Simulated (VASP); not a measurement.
# AlB2As3 (P6/mmm) in VASP: a series of runs

The runs below take AlB2As3 through single point, relaxation of cell and atoms, with PBE.

All numbers are computed with VASP 6.6.1; they aren't measurements. Logs are shortened: lines on timing, memory, paths and dates and some standing lists are left out, and cuts for length are marked.

**1. The cell of the first run**

Symmetry: P6/mmm, No. 191, hexagonal system. Conventional cell: a = 5.940 Å, b = 5.940 Å, c = 3.278 Å, α = 90.00°, β = 90.00°, γ = 120.00°. Al (site symmetry 6/mmm) has 2 Al at 3.28 Å and 12 As at 3.39 Å and 6 B at 3.43 Å within 4.3 Å. Within 3.1 Å of B (site symmetry -6m2) lie 6 As at 2.37 Å. As (site symmetry mmm) has 4 B at 2.37 Å and 4 As at 2.97 Å within 3.1 Å.

The cell was built from a structure type or drawn by symmetry, and may not be a known phase.

**2. Single point, PBE**

The input, INCAR:

```
  PREC = Accurate
  ENCUT = 520
  EDIFF = 1E-7
  ISMEAR = 0
  SIGMA = 0.1
  LREAL = False
  LASPH = True
  NELM = 80
  ALGO = Normal
  ISIF = 2
  LWAVE = False
  LCHARG = True
  GGA = PE
  LELF = True
  LVHAR = True
  NBANDS = 21
```

The input, KPOINTS:

```
regular mesh
0
Gamma
  3 3 6
```

The input, POSCAR:

```
AlB2As3
1.0
    5.9397791900      0.0000000000      0.0000000000
   -2.9698896000      5.1439996700      0.0000000000
    0.0000000000      0.0000000000      3.2779062500
Al B As
1 2 3
Direct
    0.0000000000      0.0000000000      0.0000000000
    0.3333333300      0.6666666700      0.0000000000
    0.6666666700      0.3333333300      0.0000000000
    0.5000000000      0.0000000000      0.5000000000
    0.5000000000      0.5000000000      0.5000000000
    0.0000000000      0.5000000000      0.5000000000
```

Potentials or basis: VASP PAW PBE potentials, release 64 (Al, B, As).

Started as:

```sh
$ cat potpaw_PBE.64/Al/POTCAR potpaw_PBE.64/B/POTCAR potpaw_PBE.64/As/POTCAR > POTCAR
$ mpirun -np 1 vasp_std > vasp.out
```

OUTCAR:

```text
PREC = Accurate
   ENCUT = 520
   EDIFF = 1E-7
   ISMEAR = 0
   LREAL = False
   LASPH = True
   NELM = 80
   ISIF = 2
   GGA = PE

 ion  position               nearest neighbor table
   1  0.000  0.000  0.000-
   2  0.333  0.667  0.000-   6 2.37   6 2.37   4 2.37   4 2.37   5 2.37   5 2.37
   3  0.667  0.333  0.000-   6 2.37   6 2.37   4 2.37   4 2.37   5 2.37   5 2.37
   4  0.500  0.000  0.500-   2 2.37   3 2.37   2 2.37   3 2.37
   5  0.500  0.500  0.500-   2 2.37   3 2.37   2 2.37   3 2.37
   6  0.000  0.500  0.500-   2 2.37   3 2.37   2 2.37   3 2.37

  LATTYP: Found a hexagonal cell.
 ALAT       =     5.9397791900
 C/A-ratio  =     0.5518565834

  Lattice vectors:

 A1 = (   5.9397791900,   0.0000000000,   0.0000000000)
 A2 = (  -2.9698896000,   5.1439996700,   0.0000000000)
 A3 = (   0.0000000000,   0.0000000000,   3.2779062500)

Analysis of symmetry for initial positions (statically):
=====================================================================
 Subroutine PRICEL returns:
 Original cell was already a primitive cell.

 Routine SETGRP: Setting up the symmetry group for a
 hexagonal supercell.

 Subroutine GETGRP returns: Found 24 space group operations
 (whereof 24 operations were pure point group operations)
 out of a pool of 24 trial point group operations.

The static configuration has the point symmetry D_6h.

Analysis of symmetry for dynamics (positions and initial velocities):
=====================================================================
 Subroutine PRICEL returns:
 Original cell was already a primitive cell.

 Routine SETGRP: Setting up the symmetry group for a
 hexagonal supercell.

 Subroutine GETGRP returns: Found 24 space group operations
 (whereof 24 operations were pure point group operations)
 out of a pool of 24 trial point group operations.

The dynamic configuration has the point symmetry D_6h.

 Subroutine INISYM returns: Found 24 space group operations
 (whereof 24 operations are pure point group operations),
 and found     1 'primitive' translations

----------------------------------------------------------------------------------------

                                     Primitive cell

  volume of cell :     100.1539

  direct lattice vectors                    reciprocal lattice vectors
     5.939779190  0.000000000  0.000000000     0.168356427  0.097200628  0.000000000
    -2.969889600  5.143999670  0.000000000     0.000000000  0.194401257  0.000000000
     0.000000000  0.000000000  3.277906250     0.000000000  0.000000000  0.305072788

  length of vectors
     5.939779190  5.939779191  3.277906250     0.194401257  0.194401257  0.305072788

  position of ions in fractional coordinates (direct lattice)
     0.000000000  0.000000000  0.000000000
     0.333333330  0.666666670  0.000000000
     0.666666670  0.333333330  0.000000000
     0.500000000  0.000000000  0.500000000
     0.500000000  0.500000000  0.500000000
     1.000000000  0.500000000  0.500000000

  ion indices of the primitive-cell ions
   primitive index   ion index
                 1           1
                 2           2
                 3           3
                 4           4
                 5           5
                 6           6

----------------------------------------------------------------------------------------

 KPOINTS: regular mesh

Automatic generation of k-mesh.
 Grid dimensions read from file:
 generate k-points for:    3    3    6

 Generating k-lattice:

  Cartesian coordinates                     Fractional coordinates (reciprocal lattice)
     0.056118809  0.032400209  0.000000000     0.333333333 -0.000000000  0.000000000
     0.000000000  0.064800419  0.000000000     0.000000000  0.333333333  0.000000000
     0.000000000  0.000000000  0.050845465     0.000000000  0.000000000  0.166666667

  Length of vectors
     0.064800419  0.064800419  0.050845465

  Shift w.r.t. Gamma in fractional coordinates (k-lattice)
     0.000000000  0.000000000  0.000000000

 Subroutine IBZKPT returns following result:
 ===========================================

 Found     12 irreducible k-points:

 Following reciprocal coordinates:
            Coordinates               Weight
  0.000000  0.000000  0.000000      1.000000
  0.333333  0.000000  0.000000      6.000000
  0.333333  0.333333  0.000000      2.000000
  0.000000  0.000000  0.166667      2.000000
  0.333333  0.000000  0.166667     12.000000
  0.333333  0.333333  0.166667      4.000000
  0.000000  0.000000  0.333333      2.000000
  0.333333  0.000000  0.333333     12.000000
  0.333333  0.333333  0.333333      4.000000
  0.000000  0.000000  0.500000      1.000000
  0.333333  0.000000  0.500000      6.000000
  0.333333  0.333333  0.500000      2.000000
   k-points           NKPTS =     12   k-points in BZ     NKDIM =     12   number of bands    NBANDS=     21
   number of dos      NEDOS =    301   number of ions     NIONS =      6
   total plane-waves  NPLWV =  55296
   dimension x,y,z NGX =    48 NGY =   48 NGZ =   24
   dimension x,y,z NGXF=    96 NGYF=   96 NGZF=   48
   ions per type =               1   2   3
   NGX,Y,Z   is equivalent  to a cutoff of  13.43, 13.43, 12.17 a.u.
   NGXF,Y,Z  is equivalent  to a cutoff of  26.87, 26.87, 24.34 a.u.
 SYSTEM =  unknown system
   PREC   = accura    normal or accurate (medium, high low for compatibility)
   ISTART =      0    job   : 0-new  1-cont  2-samecut
   ICHARG =      2    charge: 1-file 2-atom 10-const
   ISPIN  =      1    spin polarized calculation?
   LNONCOLLINEAR =      F non collinear calculations
   LSORBIT =      F    spin-orbit coupling
   LASPH  =      T    aspherical Exc in radial PAW
   ENCUT  =  520.0 eV  38.22 Ry    6.18 a.u.  11.04 11.04  6.09*2*pi/ulx,y,z
   NELM   =     80;   NELMIN=  2; NELMDL= -5     # of ELM steps
   EDIFF  = 0.1E-06   stopping-criterion for ELM
   LREAL  =      F    real-space projection
   EDIFFG = 0.1E-05   stopping-criterion for IOM
   NSW    =      0    number of steps for IOM
   IBRION =     -1    ionic relax: 0-MD 1-quasi-New 2-CG
   NFREE  =      0    steps in history (QN), initial steepest desc. (CG)
   ISIF   =      2    stress and relaxation
   ISYM   =      2    0-nonsym 1-usesym 2-fastsym
   POTIM  = 0.5000    time-step for ionic-motion
   TEBEG  =    0.0;   TEEND  =   0.0 temperature during run
   PSTRESS=    0.0 pullay stress
   NELECT =      24.0000    total number of electrons
   NUPDOWN=      -1.0000    fix difference up-down
   EMIN   =  10.00;   EMAX   =-10.00  energy-range for DOS
   EFERMI =   0.00;   METHOD = LEGACY
   ISMEAR =     0;   SIGMA  =   0.10  broadening in eV -4-tet -1-fermi 0-gaus
   EFERMI_NEDOS =   21; number of points for ismear=-14 and -15
   IALGO  =     38    algorithm
   IMIX   =      4    mixing-type and parameters
     AMIX     =   0.40;   BMIX     =  1.00
     AMIX_MAG =   1.60;   BMIX_MAG =  1.00
  volume/ion in A,a.u.               =      16.69       112.65
  Fermi-wavevector in a.u.,A,eV,Ry     =   1.016848  1.921564 14.068147  1.033980
  Thomas-Fermi vector in A             =   2.150215
   LORBIT       =      0    0 simple, 1 ext, 2 COOP (PROOUT), +10 PAW based schemes
   GGA     = PE    functional components
   LHFCALC =     F    Hartree Fock is set to
   AEXX    =    0.0000 exact exchange contribution
   IVDW    =     0    specifies the selected vdW correction
   LEPSILON=     F    determine dielectric tensor
   LRPA    =     F    only Hartree local field effects (RPA)
 non-spin polarized calculation
 Gauss-broadening in eV      SIGMA  =   0.10
  energy-cutoff  :      520.00
  volume of cell :      100.15
 maximum number of plane-waves:      2724
 NGX is ok and might be reduce to    48
   NGX = 23   NGY = 23   NGZ = 13

 number of electron      24.0000001 magnetization

 Free energy of the ion-electron system (eV)
  ---------------------------------------------------
  ext. energy  EPLUGINS =         0.00000000
  ---------------------------------------------------
  free energy    TOTEN  =       -25.59238252 eV

  energy without entropy =      -25.56537334  energy(sigma->0) =      -25.57887793

 E-fermi :   5.5201     XC(G=0): -10.2773

 val. band max:        5.4982547279   @ k =   0.3333   0.0000   0.3333
 cond. band min:       5.5397348941   @ k =   0.3333   0.3333   0.3333
 fundamental gap:      0.0414801662
 Fermi energy:         5.5200993681

 k-point     1 :       0.0000    0.0000    0.0000
  band No.  band energies     occupation
      1      -8.9873      2.00000
      2      -5.2188      2.00000
      3      -5.2188      2.00000
      4      -3.8565      2.00000
      5       0.1084      2.00000
      6       0.1084      2.00000
[... 13 lines left out ...]
     20      11.1259      0.00000
     21      11.1259      0.00000

 k-point     2 :       0.3333    0.0000    0.0000
  band No.  band energies     occupation
      1      -8.5416      2.00000
      2      -6.8448      2.00000
      3      -5.3477      2.00000
      4      -2.1940      2.00000
      5      -0.3994      2.00000
      6       1.2875      2.00000
[... 13 lines left out ...]
     20      10.7059      0.00000
     21      11.6314      0.00000

 k-point     3 :       0.3333    0.3333    0.0000
  band No.  band energies     occupation
      1      -7.8175      2.00000
      2      -7.8175      2.00000
      3      -5.5800      2.00000
      4      -0.4038      2.00000
      5      -0.4038      2.00000
      6      -0.2299      2.00000
[... 13 lines left out ...]
     20      11.3173      0.00000
     21      11.6858      0.00000
[... 169 lines left out ...]
 k-point    11 :       0.3333    0.0000    0.5000
  band No.  band energies     occupation
      1      -6.6744      2.00000
      2      -4.9615      2.00000
      3      -3.4992      2.00000
      4      -3.2171      2.00000
      5      -1.5878      2.00000
      6       0.1371      2.00000
[... 13 lines left out ...]
     20      11.3555      0.00000
     21      12.2140      0.00000

 k-point    12 :       0.3333    0.3333    0.5000
  band No.  band energies     occupation
      1      -5.9522      2.00000
      2      -5.9522      2.00000
      3      -3.6622      2.00000
      4      -2.5119      2.00000
      5      -2.5119      2.00000
      6      -0.0343      2.00000
[... 13 lines left out ...]
     20      11.1347      0.00000
     21      11.1347      0.00000

------------------------ aborting loop because EDIFF is reached ----------------------------------------

  FORCE on cell =-STRESS in cart. coord.  units (eV):
  Direction    XX          YY          ZZ          XY          YZ          ZX
  --------------------------------------------------------------------------------------
  -------------------------------------------------------------------------------------
  Total       -0.4001037     -0.4001037     -6.3088586      0.0000000      0.0000000      0.0000000
  in kB       -6.4005212     -6.4005212   -100.9238042      0.0000000      0.0000000      0.0000000
  external PRESSURE =     -37.9082822 kB  Pullay stress =       0.0000000 kB

 VOLUME and BASIS-vectors are now :
 -----------------------------------------------------------------------------
  energy-cutoff  :      520.00
  volume of cell :      100.15
      direct lattice vectors                 reciprocal lattice vectors
     5.939779190  0.000000000  0.000000000     0.168356427  0.097200628  0.000000000
    -2.969889600  5.143999670  0.000000000     0.000000000  0.194401257  0.000000000
     0.000000000  0.000000000  3.277906250     0.000000000  0.000000000  0.305072788

 POSITION                                       TOTAL-FORCE (eV/Angst)
 -----------------------------------------------------------------------------------
      0.00000      0.00000      0.00000        -0.000000      0.000000      0.000000
     -0.00000      3.42933      0.00000         0.000000     -0.000000     -0.000000
      2.96989      1.71467      0.00000        -0.000000      0.000000      0.000000
      2.96989      0.00000      1.63895        -0.000000      0.000000      0.000000
      1.48494      2.57200      1.63895        -0.000000      0.000000      0.000000
     -1.48494      2.57200      1.63895        -0.000000      0.000000      0.000000
 -----------------------------------------------------------------------------------
    total drift:                               -0.000000      0.000000     -0.000000

  FREE ENERGIE OF THE ION-ELECTRON SYSTEM (eV)
  ---------------------------------------------------
  free  energy   TOTEN  =       -25.5923825180 eV

  energy  without entropy=      -25.5653733397  energy(sigma->0) =      -25.57887793
```

Run time: 25 s. Hardware: 1 thread of Intel Xeon Platinum 8259CL at 2.50GHz (Skylake/Cascade Lake), shared host; peak memory 0.23 GiB.

What came out:

- Free energy: -25.5924 eV
- Pressure: -3.8 GPa
- Band gap on the k mesh: zero (bands 12 and 13 overlap by 1.83 eV)

Levels at points of the mesh, in eV from the Fermi level:
```csv
k point,band 10,band 11,band 12,band 13,band 14,band 15
"(0.00, 0.00, 0.00)",0.59,0.59,1.00,2.29,2.29,2.33
"(0.00, 0.00, 0.50)",-3.02,-1.71,-1.00,-0.83,-0.83,3.35
```

Caveat: the k points lie up to 0.41 Å⁻¹ apart, too coarse for converged energies and pressures of a metal.

**3. Single point, PBE**

This run uses another cell than the first one, of 15.71 Å³/atom.

The input, INCAR:

```
PREC = Accurate ; ENCUT = 520
EDIFF = 1E-6 ; ISMEAR = 0
SIGMA = 0.1 ; LREAL = False
LASPH = True ; NELM = 60
ALGO = Normal ; ISIF = 2
LWAVE = False ; LCHARG = False
GGA = PE ; NBANDS = 21
```

The input, KPOINTS:

```
Automatic mesh
0
Gamma
  6 6 12
```

The input, POSCAR:

```
AlB2As3
1.0
    5.9237301280      0.0000000029      0.0000000000
   -2.9618650665      5.1301007746      0.0000000000
    0.0000000000      0.0000000000      3.1023969885
Al B As
1 2 3
Direct
    0.0000000000      0.0000000000      0.0000000000
    0.3333333333      0.6666666667      0.0000000000
    0.6666666667      0.3333333333      0.0000000000
    0.5000000000      0.0000000000      0.5000000000
    0.5000000000      0.5000000000      0.5000000000
    0.0000000000      0.5000000000      0.5000000000
```

Potentials or basis: VASP PAW PBE potentials, release 64 (Al, B, As).

Started as:

```sh
$ cat potpaw_PBE.64/Al/POTCAR potpaw_PBE.64/B/POTCAR potpaw_PBE.64/As/POTCAR > POTCAR
$ mpirun -np 1 vasp_std > vasp.out
```

Run time: 70 s. Hardware: 1 thread of Intel Xeon Platinum 8259CL at 2.50GHz (Skylake/Cascade Lake), shared host; peak memory 0.27 GiB.

Results (log left out):

```yaml
Free_energy: -25.7901 eV
Pressure: 0.2 GPa
Band_gap_on_the_k_mesh: zero (bands 12 and 13 overlap by 2.35 eV)
```

Stress tensor (GPa, compression positive):
```
0.12 0.00 0.00
0.00 0.12 0.00
0.00 0.00 0.29
```

Levels at points of the mesh, in eV from the Fermi level:
| k point | band 8 | band 9 | band 10 | band 11 | band 12 | band 13 | band 14 | band 15 | band 16 | band 17 |
| --- | --- | --- | --- | --- | --- | --- | --- | --- | --- | --- |
| (0.00, 0.00, 0.00) | -2.11 | 0.03 | 0.03 | 0.63 | 1.34 | 1.96 | 2.91 | 2.91 | 3.79 | 3.79 |
| (0.50, 0.00, 0.00) | -3.10 | -1.42 | -0.58 | -0.54 | 0.66 | 1.11 | 2.12 | 2.83 | 3.11 | 3.99 |
| (0.00, 0.00, 0.50) | -5.40 | -3.13 | -3.13 | -1.44 | -1.25 | -1.01 | -1.01 | 3.33 | 3.62 | 3.62 |
| (0.50, 0.00, 0.50) | -3.52 | -2.28 | -2.25 | -0.91 | -0.86 | -0.74 | -0.55 | 0.43 | 2.02 | 2.33 |

(Part 1 of 2 ends here.)
